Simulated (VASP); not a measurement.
Runs of VASP 6.6.1 on HfN. The structure is that of space group Fm-3m (No. 225), or close to it. The cells are those of the table. 

```tsv
level	potentials or basis	cell	cutoff (eV)	gap on the mesh (eV)	pressure (GPa)
LDA	VASP PAW LDA potentials, release 64 (Hf_pv, N)	a = 3.190 Å, angles 60.0°, 2 atoms	600	none	(b)
LDA	VASP PAW LDA potentials, release 64 (Hf_pv, N)	a = 3.253 Å, angles 60.0°, 2 atoms	600	none	-23.2
r2SCAN	VASP PAW PBE potentials, release 64 (Hf_pv, N)	a = 3.169 Å, angles 60.0°, 2 atoms	660	none	6.1
LDA	VASP PAW LDA potentials, release 64 (Hf_pv, N)	a = 3.125 Å, angles 60.0°, 2 atoms	600	none	(a)
r2SCAN	VASP PAW PBE potentials, release 64 (Hf_pv, N)	a = 3.253 Å, angles 60.0°, 2 atoms	660	none	-15.0
```

Alike in all rows: task single point; no spin polarisation; k mesh 10 × 10 × 10; smearing fermi-dirac 0.05 eV.

Question: Fill in the values left out.

Answer: (a) 9.3; (b) -9.6.

Caveats: spin-orbit coupling is left out, which moves the levels of the heavy elements; an odd number of electrons without spin polarisation forces a metal; a magnetic or distorted state may lie lower; the cell stands under tension (at least some runs); the cell stands under pressure (at least some runs); the PAW data sets were made with another functional, which shifts forces and pressure a little (at least some runs).

A k mesh can miss the band edges, and the runs leave out spin-orbit coupling on Hf.

A gap of «none» marks levels without a gap at the run's occupations.
